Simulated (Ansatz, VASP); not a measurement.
Li in VASP and in Ansatz

```xyz
2
Lattice="0.0000 -2.0886 -2.0886 0.0000 2.0886 -2.0886 4.1772 0.0000 0.0000" Properties=species:S:1:pos:R:3 pbc="T T T"
Li    2.0886   -0.2550   -2.3436
Li    0.0000    0.2550    0.2550
```

Change from the starting cell: mode 4 frozen in at -0.255 Å and mode 5 at -0.255 Å (largest displacements).

Alike in both runs: task single point; functional PBE; dispersion D3(BJ); k mesh 16 × 16 × 12; occupations gaussian, width 0.15 eV; no spin polarisation.

|  | VASP | Ansatz |
| --- | --- | --- |
| version | VASP 6.6.1 | Ansatz 0.2.0 |
| potentials or method | VASP PAW PBE potentials, release 64 (Li_sv), cutoff 520 eV | scalar-relativistic, plane waves, PAW |
| valence electrons in the cell | 6 | 6 |

|  | VASP | Ansatz | Ansatz less VASP |
| --- | --- | --- | --- |
| gap on the k mesh at the Fermi level (eV) | none | none | - |
| rms of the force components (eV/Å) | 0.222 | 0.221 | -0.0006 |

Atom by atom the forces differ by 0.001 eV/Å (rms over components). A gap of «none» marks a metal or a gap that the smearing closes.

Noted on VASP's run: the cutoff is short for stress, so the pressure is rough.
